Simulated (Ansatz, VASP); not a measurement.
HfN in VASP and in Ansatz

File INCAR:

```
PREC = Accurate
ENCUT = 520
EDIFF = 1E-7
ISMEAR = 0
SIGMA = 0.15
LREAL = F
LASPH = T
NELM = 80
ALGO = Normal
ISIF = 2
LWAVE = F
LCHARG = T
GGA = PS
LELF = T
LVHAR = T
NBANDS = 14
```

File KPOINTS:

```
regular mesh
0
Gamma
  18 18 18
```

File POSCAR:

```
HfN
1.0
    0.0000000000      2.2928850000      2.2590000000
    2.2928850000      0.0000000000      2.2590000000
    2.2928850000      2.2928850000      0.0000000000
Hf N
1 1
Direct
    0.0000000000      0.0000000000      0.0000000000
    0.5000000000      0.5000000000      0.5000000000
```

Input for Ansatz:

```yaml
crystal:
  lattice:
    - [0.0, 2.292885, 2.259]
    - [2.292885, 0.0, 2.259]
    - [2.292885, 2.292885, 0.0]
  atoms:
    - { symbol: Hf, position: [0.0, 0.0, 0.0] }
    - { symbol: "N", position: [0.5, 0.5, 0.5] }
basis:
  ecutwfc: 420
kpoints:
  mp_grid: { grid: [18, 18, 18] }
hamiltonian:
  xc: pbesol
scf:
  occupations: { method: gaussian, width: 0.15 }
output:
  forces: true
  stress: true
  eigenvalues: true
```

Change from the starting cell: strain +0.0150 x Voigt [1, 1, 0, 0, 0, 0], atoms carried along.

Alike in both runs: task single point; functional PBEsol; k mesh 18 × 18 × 18; occupations gaussian, width 0.15 eV; no spin polarisation.

```csv
,VASP,Ansatz
version,VASP 6.6.1,Ansatz 0.2.0
potentials or method,"VASP PAW PBE potentials, release 64 (Hf_pv, N), cutoff 520 eV","scalar-relativistic, plane waves, PAW"
valence electrons in the cell,15,31
```

Ansatz gave:

- gap on the k mesh at the Fermi level (eV): none
- pressure (GPa): -10.5
- traceless stress, the component that is largest in VASP (GPa): 4.16

Question: Which values does VASP return?

Answer: gap on the k mesh at the Fermi level (eV): none; pressure (GPa): -12.5; traceless stress, the component that is largest in VASP (GPa): 4.12.

VASP's potentials were made for PBE, not for PBEsol. A gap of «none» marks a metal or a gap that the smearing closes. VASP's potentials hold 15 valence electrons a cell and Ansatz's 31, so a difference there can come from the potentials and not from the codes.

Spin-orbit coupling is off throughout.
